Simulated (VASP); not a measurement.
# SrVO3 (Pm-3m) in VASP: settings compared

The runs below take SrVO3 through single point, with PBEsol, RPBE.

Everything below comes from runs of VASP 6.6.1. Logs are shortened: lines on timing, memory, paths and dates and some standing lists are left out, and cuts for length are marked.

## (1) The cell of the first run

Symmetry: Pm-3m, No. 221, cubic system. Conventional cell: a = 3.841 Å, b = 3.841 Å, c = 3.841 Å, α = 90.00°, β = 90.00°, γ = 90.00°. Sr (site symmetry m-3m) has 12 O at 2.72 Å and 8 V at 3.33 Å within 3.6 Å. Within 2.5 Å of V (site symmetry m-3m) lie 6 O at 1.92 Å. Within 2.5 Å of O (site symmetry 4/mmm) lie 2 V at 1.92 Å.

## (2) Single point, PBEsol, collinear spin, ferromagnetic start

The input, INCAR:

```
SYSTEM = SrVO3
  ALGO = Normal
  EDIFF = 1E-7
  ENCUT = 520
  GGA = PS
  ISIF = 2
  ISMEAR = -1
  ISPIN = 2
  LASPH = .TRUE.
  LCHARG = .TRUE.
  LELF = .TRUE.
  LMAXMIX = 4
  LORBIT = 11
  LREAL = .FALSE.
  LVHAR = .TRUE.
  LWAVE = .FALSE.
  MAGMOM = 0 3.5 0 0 0
  NBANDS = 32
  NELM = 150
  PREC = Accurate
  SIGMA = 0.05
```

The input, KPOINTS:

```
k-points
0
G
  7 7 7
  0 0 0
```

The input, POSCAR:

```
SrVO3
1.0
    3.8409000000      0.0000000000      0.0000000000
    0.0000000000      3.8409000000      0.0000000000
    0.0000000000      0.0000000000      3.8409000000
Sr V O
1 1 3
Direct
    0.5000000000      0.5000000000      0.5000000000
    0.0000000000      0.0000000000      0.0000000000
    0.0000000000      0.0000000000      0.5000000000
    0.0000000000      0.5000000000      0.0000000000
    0.5000000000      0.0000000000      0.0000000000
```

Potentials or basis: VASP PAW PBE potentials, release 64 (Sr_sv, V_sv, O).

Launch:

```bash
$ cat potpaw_PBE.64/Sr_sv/POTCAR potpaw_PBE.64/V_sv/POTCAR potpaw_PBE.64/O/POTCAR > POTCAR
$ mpirun -np 1 vasp_std > vasp.out
```

OUTCAR:

```text
SYSTEM = SrVO3
   EDIFF = 1E-7
   ENCUT = 520
   GGA = PS
   ISIF = 2
   ISMEAR = -1
   ISPIN = 2
   LASPH = .TRUE.
   LORBIT = 11
   LREAL = .FALSE.
   NELM = 150
   PREC = Accurate

 ion  position               nearest neighbor table
   1  0.500  0.500  0.500-   3 2.72   4 2.72   5 2.72   4 2.72   5 2.72   3 2.72   5 2.72   5 2.72
                             3 2.72   4 2.72   4 2.72   3 2.72   2 3.33   2 3.33   2 3.33   2 3.33
   2  0.000  0.000  0.000-   3 1.92   4 1.92   5 1.92   3 1.92   4 1.92   5 1.92   1 3.33   1 3.33
                             1 3.33   1 3.33   1 3.33   1 3.33   1 3.33   1 3.33
   3  0.000  0.000  0.500-   2 1.92   2 1.92   1 2.72   1 2.72   1 2.72   1 2.72
   4  0.000  0.500  0.000-   2 1.92   2 1.92   1 2.72   1 2.72   1 2.72   1 2.72
   5  0.500  0.000  0.000-   2 1.92   2 1.92   1 2.72   1 2.72   1 2.72   1 2.72

  LATTYP: Found a simple cubic cell.
 ALAT       =     3.8409000000

  Lattice vectors:

 A1 = (   3.8409000000,   0.0000000000,   0.0000000000)
 A2 = (   0.0000000000,   3.8409000000,   0.0000000000)
 A3 = (   0.0000000000,   0.0000000000,   3.8409000000)

Analysis of symmetry for initial positions (statically):
=====================================================================
 Subroutine PRICEL returns:
 Original cell was already a primitive cell.

 Routine SETGRP: Setting up the symmetry group for a
 simple cubic supercell.

 Subroutine GETGRP returns: Found 48 space group operations
 (whereof 48 operations were pure point group operations)
 out of a pool of 48 trial point group operations.

The static configuration has the point symmetry O_h .

Analysis of symmetry for dynamics (positions and initial velocities):
=====================================================================
 Subroutine PRICEL returns:
 Original cell was already a primitive cell.

 Routine SETGRP: Setting up the symmetry group for a
 simple cubic supercell.

 Subroutine GETGRP returns: Found 48 space group operations
 (whereof 48 operations were pure point group operations)
 out of a pool of 48 trial point group operations.

The dynamic configuration has the point symmetry O_h .

Analysis of structural, dynamic, and magnetic symmetry:
=====================================================================
 Subroutine PRICEL returns:
 Original cell was already a primitive cell.

 Routine SETGRP: Setting up the symmetry group for a
 simple cubic supercell.

 Subroutine GETGRP returns: Found 48 space group operations
 (whereof 48 operations were pure point group operations)
 out of a pool of 48 trial point group operations.

The overall configuration has the point symmetry O_h .

 Subroutine INISYM returns: Found 48 space group operations
 (whereof 48 operations are pure point group operations),
 and found     1 'primitive' translations

----------------------------------------------------------------------------------------

                                     Primitive cell

  volume of cell :      56.6629

  direct lattice vectors                    reciprocal lattice vectors
     3.840900000  0.000000000  0.000000000     0.260355646  0.000000000  0.000000000
     0.000000000  3.840900000  0.000000000     0.000000000  0.260355646  0.000000000
     0.000000000  0.000000000  3.840900000     0.000000000  0.000000000  0.260355646

  length of vectors
     3.840900000  3.840900000  3.840900000     0.260355646  0.260355646  0.260355646

  position of ions in fractional coordinates (direct lattice)
     0.500000000  0.500000000  0.500000000
     0.000000000  0.000000000  0.000000000
     0.000000000  0.000000000  0.500000000
     0.000000000  0.500000000  0.000000000
     0.500000000  0.000000000  0.000000000

  ion indices of the primitive-cell ions
   primitive index   ion index
                 1           1
                 2           2
                 3           3
                 4           4
                 5           5

[... 28 lines left out ...]
  0.000000  0.000000  0.000000      1.000000
  0.142857  0.000000  0.000000      6.000000
  0.285714  0.000000  0.000000      6.000000
  0.428571  0.000000  0.000000      6.000000
  0.142857  0.142857  0.000000     12.000000
  0.285714  0.142857  0.000000     24.000000
[... 12 lines left out ...]
  0.428571  0.428571  0.285714     24.000000
  0.428571  0.428571  0.428571      8.000000
   k-points           NKPTS =     20   k-points in BZ     NKDIM =     20   number of bands    NBANDS=     32
   number of dos      NEDOS =    301   number of ions     NIONS =      5
   total plane-waves  NPLWV =  27000
   dimension x,y,z NGX =    30 NGY =   30 NGZ =   30
   dimension x,y,z NGXF=    60 NGYF=   60 NGZF=   60
   ions per type =               1   1   3
   NGX,Y,Z   is equivalent  to a cutoff of  12.98, 12.98, 12.98 a.u.
   NGXF,Y,Z  is equivalent  to a cutoff of  25.97, 25.97, 25.97 a.u.
 SYSTEM =  SrVO3
   PREC   = accura    normal or accurate (medium, high low for compatibility)
   ISTART =      0    job   : 0-new  1-cont  2-samecut
   ICHARG =      2    charge: 1-file 2-atom 10-const
   ISPIN  =      2    spin polarized calculation?
   LNONCOLLINEAR =      F non collinear calculations
   LSORBIT =      F    spin-orbit coupling
   LASPH  =      T    aspherical Exc in radial PAW
   ENCUT  =  520.0 eV  38.22 Ry    6.18 a.u.   7.14  7.14  7.14*2*pi/ulx,y,z
   NELM   =    150;   NELMIN=  2; NELMDL= -5     # of ELM steps
   EDIFF  = 0.1E-06   stopping-criterion for ELM
   LREAL  =      F    real-space projection
   EDIFFG = 0.1E-05   stopping-criterion for IOM
   NSW    =      0    number of steps for IOM
   IBRION =     -1    ionic relax: 0-MD 1-quasi-New 2-CG
   NFREE  =      0    steps in history (QN), initial steepest desc. (CG)
   ISIF   =      2    stress and relaxation
   ISYM   =      2    0-nonsym 1-usesym 2-fastsym
   POTIM  = 0.5000    time-step for ionic-motion
   TEBEG  =    0.0;   TEEND  =   0.0 temperature during run
   PSTRESS=    0.0 pullay stress
   NELECT =      41.0000    total number of electrons
   NUPDOWN=      -1.0000    fix difference up-down
   EMIN   =  10.00;   EMAX   =-10.00  energy-range for DOS
   EFERMI =   0.00;   METHOD = LEGACY
   ISMEAR =    -1;   SIGMA  =   0.05  broadening in eV -4-tet -1-fermi 0-gaus
   EFERMI_NEDOS =   21; number of points for ismear=-14 and -15
   IALGO  =     38    algorithm
   IMIX   =      4    mixing-type and parameters
     AMIX     =   0.40;   BMIX     =  1.00
     AMIX_MAG =   1.60;   BMIX_MAG =  1.00
  volume/ion in A,a.u.               =      11.33        76.48
  Fermi-wavevector in a.u.,A,eV,Ry     =   1.469726  2.777380 29.389880  2.160095
  Thomas-Fermi vector in A             =   2.585069
   LORBIT       =     11    0 simple, 1 ext, 2 COOP (PROOUT), +10 PAW based schemes
   GGA     = PS    functional components
   LHFCALC =     F    Hartree Fock is set to
   AEXX    =    0.0000 exact exchange contribution
   IVDW    =     0    specifies the selected vdW correction
   LEPSILON=     F    determine dielectric tensor
   LRPA    =     F    only Hartree local field effects (RPA)
 spin polarized calculation
  energy-cutoff  :      520.00
  volume of cell :       56.66
 maximum number of plane-waves:      1551
 NGX is ok and might be reduce to    30
   NGX = 15   NGY = 15   NGZ = 15

 number of electron      41.0000013 magnetization       0.2013456

 number of electron      41.0000017 magnetization      -0.0004749

 Free energy of the ion-electron system (eV)
  ---------------------------------------------------
  ext. energy  EPLUGINS =         0.00000000
  ---------------------------------------------------
  free energy    TOTEN  =       -41.40183841 eV

  energy without entropy =      -41.39017721  energy(sigma->0) =      -41.39600781

 E-fermi :   6.0541     XC(G=0): -11.8443

 val. band max:        6.0266603766   @ k =   0.4286   0.1429   0.1429
 cond. band min:       6.4457027294   @ k =   0.2857   0.2857   0.0000
 fundamental gap:      0.4190423528
 Fermi energy:         6.0541398498

 spin component 1

 k-point     1 :       0.0000    0.0000    0.0000
  band No.  band energies     occupation
      1     -59.4398      1.00000
      2     -33.3932      1.00000
      3     -33.3932      1.00000
      4     -33.3932      1.00000
      5     -28.2546      1.00000
      6     -13.5483      1.00000
[... 689 lines left out ...]
     31      14.9630      0.00000
     32      18.7397      0.00000
 Fermi energy:         6.0541398498

 spin component 2

 k-point     1 :       0.0000    0.0000    0.0000
  band No.  band energies     occupation
      1     -59.4403      1.00000
      2     -33.3936      1.00000
      3     -33.3936      1.00000
      4     -33.3936      1.00000
      5     -28.2545      1.00000
      6     -13.5483      1.00000
[... 689 lines left out ...]
     31      14.9630      0.00000
     32      18.7397      0.00000

------------------------ aborting loop because EDIFF is reached ----------------------------------------

  FORCE on cell =-STRESS in cart. coord.  units (eV):
  Direction    XX          YY          ZZ          XY          YZ          ZX
  --------------------------------------------------------------------------------------
  -------------------------------------------------------------------------------------
  Total       -1.3923943     -1.3923943     -1.3923943     -0.0000000     -0.0000000     -0.0000000
  in kB      -39.3707627    -39.3707627    -39.3707627     -0.0000000     -0.0000000     -0.0000000
  external PRESSURE =     -39.3707627 kB  Pullay stress =       0.0000000 kB

 VOLUME and BASIS-vectors are now :
 -----------------------------------------------------------------------------
  energy-cutoff  :      520.00
  volume of cell :       56.66
      direct lattice vectors                 reciprocal lattice vectors
     3.840900000  0.000000000  0.000000000     0.260355646  0.000000000  0.000000000
     0.000000000  3.840900000  0.000000000     0.000000000  0.260355646  0.000000000
     0.000000000  0.000000000  3.840900000     0.000000000  0.000000000  0.260355646

 POSITION                                       TOTAL-FORCE (eV/Angst)
 -----------------------------------------------------------------------------------
      1.92045      1.92045      1.92045         0.000000      0.000000      0.000000
      0.00000      0.00000      0.00000         0.000000      0.000000      0.000000
      0.00000      0.00000      1.92045         0.000000      0.000000      0.000000
      0.00000      1.92045      0.00000         0.000000      0.000000      0.000000
      1.92045      0.00000      0.00000         0.000000      0.000000      0.000000
 -----------------------------------------------------------------------------------
    total drift:                                0.000000     -0.000000      0.000000

  FREE ENERGIE OF THE ION-ELECTRON SYSTEM (eV)
  ---------------------------------------------------
  free  energy   TOTEN  =       -41.4018384123 eV

  energy  without entropy=      -41.3901772110  energy(sigma->0) =      -41.39600781

 total charge

# of ion       s       p       d       tot
------------------------------------------
    1        1.998   5.766   0.223   7.987
    2        2.289   6.356   2.969  11.614
    3        1.559   3.460   0.000   5.019
    4        1.559   3.460   0.000   5.019
    5        1.559   3.460   0.000   5.019
--------------------------------------------------
tot          8.964  22.504   3.192  34.660

 magnetization (x)

# of ion       s       p       d       tot
------------------------------------------
    1        0.000  -0.000   0.000   0.000
    2       -0.000  -0.000  -0.000  -0.000
    3        0.000   0.000   0.000   0.000
    4        0.000   0.000   0.000   0.000
    5        0.000   0.000   0.000   0.000
--------------------------------------------------
tot         -0.000   0.000  -0.000  -0.000
```

Wall time 2.4 min (1 thread of Intel Xeon 8259CL, shared host); peak memory 0.22 GiB.

Results:

```
Free energy                                           : -41.4018 eV
Pressure                                              : -3.9 GPa
Net moment                                            : 0.00 μB per cell
Valence electrons inside the program's atomic spheres : Sr 7.99; V 11.61; O 5.02
```

Caveat: the cell stands under tension; the PAW data sets were made with another functional, which shifts forces and pressure a little; semilocal functionals often make such compounds metallic where correlation or magnetic order opens a gap, which also shifts bond lengths. With open d or f shells a metallic result of PBEsol can be an artefact of self-interaction; +U or a hybrid may open a gap.

## (3) Single point, RPBE, collinear spin, ferromagnetic start

This run uses another cell than the first one, of 11.80 Å³/atom.

The input, INCAR:

```
SYSTEM = SrVO3
ALGO = Normal
EDIFF = 1E-7
ENCUT = 520
GGA = RP
ISIF = 2
ISMEAR = -1
ISPIN = 2
LASPH = .TRUE.
LCHARG = .TRUE.
LELF = .TRUE.
LMAXMIX = 4
LORBIT = 11
LREAL = .FALSE.
LVHAR = .TRUE.
LWAVE = .FALSE.
MAGMOM = 0 2 0 0 0
NBANDS = 32
NELM = 150
PREC = Accurate
SIGMA = 0.05
```

KPOINTS is that of step 2.

Edit POSCAR of step 2 so:

```diff
@@ -2,5 +2,5 @@
 1.0
-    3.8409000000      0.0000000000      0.0000000000
-    0.0000000000      3.8409000000      0.0000000000
-    0.0000000000      0.0000000000      3.8409000000
+    3.8926529154      0.0000000000      0.0000000000
+    0.0000000000      3.8926529154      0.0000000000
+    0.0000000000      0.0000000000      3.8926529154
 Sr V O
```

Potentials or basis: VASP PAW PBE potentials, release 64 (Sr_sv, V_sv, O).

Launch:

```bash
$ cat potpaw_PBE.64/Sr_sv/POTCAR potpaw_PBE.64/V_sv/POTCAR potpaw_PBE.64/O/POTCAR > POTCAR
$ mpirun -np 1 vasp_std > vasp.out
```

OUTCAR:

```text
SYSTEM = SrVO3
   EDIFF = 1E-7
   ENCUT = 520
   GGA = RP
   ISIF = 2
   ISMEAR = -1
   ISPIN = 2
   LASPH = .TRUE.
   LORBIT = 11
   LREAL = .FALSE.
   NELM = 150
   PREC = Accurate

 ion  position               nearest neighbor table
   1  0.500  0.500  0.500-   3 2.75   4 2.75   5 2.75   4 2.75   5 2.75   3 2.75   5 2.75   5 2.75
                             3 2.75   4 2.75   4 2.75   3 2.75   2 3.37   2 3.37   2 3.37   2 3.37
   2  0.000  0.000  0.000-   3 1.95   4 1.95   5 1.95   3 1.95   4 1.95   5 1.95   1 3.37   1 3.37
                             1 3.37   1 3.37   1 3.37   1 3.37   1 3.37   1 3.37
   3  0.000  0.000  0.500-   2 1.95   2 1.95   1 2.75   1 2.75   1 2.75   1 2.75
   4  0.000  0.500  0.000-   2 1.95   2 1.95   1 2.75   1 2.75   1 2.75   1 2.75
   5  0.500  0.000  0.000-   2 1.95   2 1.95   1 2.75   1 2.75   1 2.75   1 2.75

  LATTYP: Found a simple cubic cell.
 ALAT       =     3.8926529154

  Lattice vectors:

 A1 = (   3.8926529154,   0.0000000000,   0.0000000000)
 A2 = (   0.0000000000,   3.8926529154,   0.0000000000)
 A3 = (   0.0000000000,   0.0000000000,   3.8926529154)

Analysis of symmetry for initial positions (statically):
[... 1607 lines left out ...]
  -------------------------------------------------------------------------------------
  Total        0.3038354      0.3038354      0.3038354      0.0000000      0.0000000     -0.0000000
  in kB        8.2530011      8.2530011      8.2530011      0.0000000      0.0000000     -0.0000000
  external PRESSURE =       8.2530011 kB  Pullay stress =       0.0000000 kB

 VOLUME and BASIS-vectors are now :
 -----------------------------------------------------------------------------
  energy-cutoff  :      520.00
  volume of cell :       58.98
      direct lattice vectors                 reciprocal lattice vectors
     3.892652915  0.000000000  0.000000000     0.256894211  0.000000000  0.000000000
     0.000000000  3.892652915  0.000000000     0.000000000  0.256894211  0.000000000
     0.000000000  0.000000000  3.892652915     0.000000000  0.000000000  0.256894211

 POSITION                                       TOTAL-FORCE (eV/Angst)
 -----------------------------------------------------------------------------------
      1.94633      1.94633      1.94633         0.000000      0.000000      0.000000
      0.00000      0.00000      0.00000         0.000000      0.000000      0.000000
      0.00000      0.00000      1.94633         0.000000      0.000000      0.000000
      0.00000      1.94633      0.00000         0.000000      0.000000      0.000000
      1.94633      0.00000      0.00000         0.000000      0.000000      0.000000
 -----------------------------------------------------------------------------------
    total drift:                                0.000000     -0.000000      0.000000

  FREE ENERGIE OF THE ION-ELECTRON SYSTEM (eV)
  ---------------------------------------------------
  free  energy   TOTEN  =       -37.1953723910 eV

  energy  without entropy=      -37.1832751266  energy(sigma->0) =      -37.18932376

 total charge

# of ion       s       p       d       tot
------------------------------------------
    1        1.999   5.827   0.198   8.024
    2        2.270   6.318   2.898  11.486
    3        1.568   3.472   0.000   5.040
    4        1.568   3.472   0.000   5.040
    5        1.568   3.472   0.000   5.040
--------------------------------------------------
tot          8.973  22.561   3.096  34.630

 magnetization (x)

# of ion       s       p       d       tot
------------------------------------------
    1        0.000   0.000  -0.000   0.000
    2       -0.000  -0.000  -0.002  -0.002
    3        0.000   0.000   0.000   0.000
    4        0.000   0.000   0.000   0.000
    5        0.000   0.000   0.000   0.000
--------------------------------------------------
tot         -0.000   0.000  -0.002  -0.002
```

stdout:

```text
POSCAR found type information on POSCAR SrV O
 POSCAR found :  3 types and       5 ions
 scaLAPACK will be used
 -----------------------------------------------------------------------------
|                                                                             |
|                                                                             |
|     You enforced a specific xc type in the INCAR file but a different       |
|     I HOPE YOU KNOW WHAT YOU ARE DOING!                                     |
|                                                                             |
 -----------------------------------------------------------------------------

 LDA part: xc-table for (Slater+PW92), standard interpolation
 POSCAR, INCAR and KPOINTS ok, starting setup
 FFT: planning ... GRIDC
 FFT: planning ... GRID_SOFT
 FFT: planning ... GRID
 WAVECAR not read
 entering main loop
```

Run time: 2.9 min. Hardware: 1 thread of Intel Xeon 8259CL, shared host; peak memory 0.23 GiB.

Results:

- Free energy: -37.1954 eV
- Pressure: 0.8 GPa
- Net moment: 0.00 μB per cell
- Valence electrons inside the program's atomic spheres: Sr 8.02; V 11.49; O 5.04

Levels at points of the mesh, in eV from the Fermi level:
Spin up:
| k point | band 18 | band 19 | band 20 | band 21 | band 22 | band 23 |
| --- | --- | --- | --- | --- | --- | --- |
| (0.00, 0.00, 0.00) | -2.26 | -2.26 | -2.26 | -0.80 | -0.80 | -0.80 |
Spin down:
```csv
k point,band 18,band 19,band 20,band 21,band 22,band 23
"(0.00, 0.00, 0.00)",-2.26,-2.26,-2.26,-0.81,-0.81,-0.81
```

Caveat: the PAW data sets were made with another functional, which shifts forces and pressure a little; semilocal functionals often make such compounds metallic where correlation or magnetic order opens a gap, which also shifts bond lengths.
